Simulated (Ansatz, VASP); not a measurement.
Two plane-wave programs on ZrC4

```xyz
5
Lattice="2.6551 0.0000 0.0000 -1.3275 2.2994 0.0000 0.0000 0.0000 7.7269" Properties=species:S:1:pos:R:3 pbc="T T T"
Zr    0.0000    0.0000    3.8635
C     0.0000    1.5329    5.9525
C     0.0000    1.5329    1.7744
C     1.3275    0.7665    1.7744
C     1.3275    0.7665    5.9525
```

Alike in both runs: functional PBE; k mesh 6 × 6 × 4; occupations gaussian, width 0.1 eV; no spin polarisation.

Ansatz relaxed the structure, and its values are those at the end. VASP's run is a single point on that final structure, the one shown.

```csv
,VASP,Ansatz
version,VASP 6.6.1,Ansatz 0.2.0
potentials or method,"VASP PAW PBE potentials, release 64 (Zr_sv, C), cutoff 520 eV","scalar-relativistic, plane waves, PAW"
valence electrons in the cell,28,28
```

Ansatz gave:

- gap on the k mesh at the Fermi level (eV): none
- pressure (GPa): -0.1
- rms of the force components (eV/Å): 0.000

Problem. Which values does VASP return?

Solution. gap on the k mesh at the Fermi level (eV): none; pressure (GPa): 0.2; rms of the force components (eV/Å): 0.004.

A gap of «none» marks a metal or a gap that the smearing closes. With one functional, cell and mesh, what is left measures potentials, basis and numerics.

The k mesh is coarse, so the values compare programs but aren't converged.
